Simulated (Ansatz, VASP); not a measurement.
# One calculation of BAs, two programs

```
B As
1.0
     0.00000    2.38209    2.38209
     2.38209    0.00000    2.38209
     2.38209    2.38209    0.00000
B As
1 1
Direct
  0.00000 0.00000 0.00000
  0.25000 0.25000 0.25000
```

Alike in both runs: functional PBE; dispersion D3(BJ); k mesh 10 × 10 × 10; occupations gaussian, width 0.02 eV; no spin polarisation.

Ansatz relaxed the structure, and its values are those at the end. VASP's run is a single point on that final structure, the one shown.

```csv
,VASP,Ansatz
version,VASP 6.6.1,Ansatz 0.2.0
potentials or method,"VASP PAW PBE potentials, release 64 (B, As), cutoff 500 eV","scalar-relativistic, plane waves, PAW"
valence electrons in the cell,8,18
```

Ansatz gave:

| Quantity | Value |
| --- | --- |
| gap on the k mesh at the Fermi level (eV) | 1.18 |
| least direct gap on the mesh (eV) | 3.29 |
| pressure (GPa) | 0.0 |

Q: Estimate VASP's values.

A: gap on the k mesh at the Fermi level (eV): 1.17; least direct gap on the mesh (eV): 3.29; pressure (GPa): 0.7.

VASP's potentials hold 8 valence electrons a cell and Ansatz's 18, so a difference there can come from the potentials and not from the codes.
